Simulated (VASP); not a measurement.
N, a slab with vacuum:

```
CELL_PARAMETERS angstrom
11.00000 0.00000 0.00000
0.00000 11.50000 0.00000
0.00000 0.00000 12.00000
ATOMIC_POSITIONS crystal
N 0.50000 0.50000 0.45417
N 0.50000 0.50000 0.54583
```

Base run:

* Program: VASP 6.6.1
* Functional: PBE
* Potentials or basis: VASP PAW PBE potentials, release 64 (N)
* Cutoff: 520 eV
* k mesh: 1 × 1 × 1
* Occupations: fermi-dirac, width 0.05 eV
* Spin: no spin polarisation

Its results: band gap on the k mesh 8.23 eV; largest force 2.097 eV/Å.

**Question.** The run is repeated on the same cell with these changes: functional from PBE to r2SCAN. What comes out?

**Answer.** Band gap on the k mesh 8.99 eV; largest force 1.107 eV/Å.

r2SCAN gives the wider gap, since meta-GGAs in the generalised Kohn-Sham scheme recover part of the derivative discontinuity.

Caveats: the standard files for N, O and F lose accuracy on very short bonds; the PAW data sets were made with another functional, which shifts forces and pressure a little (some runs).

A k mesh can miss the band edges.
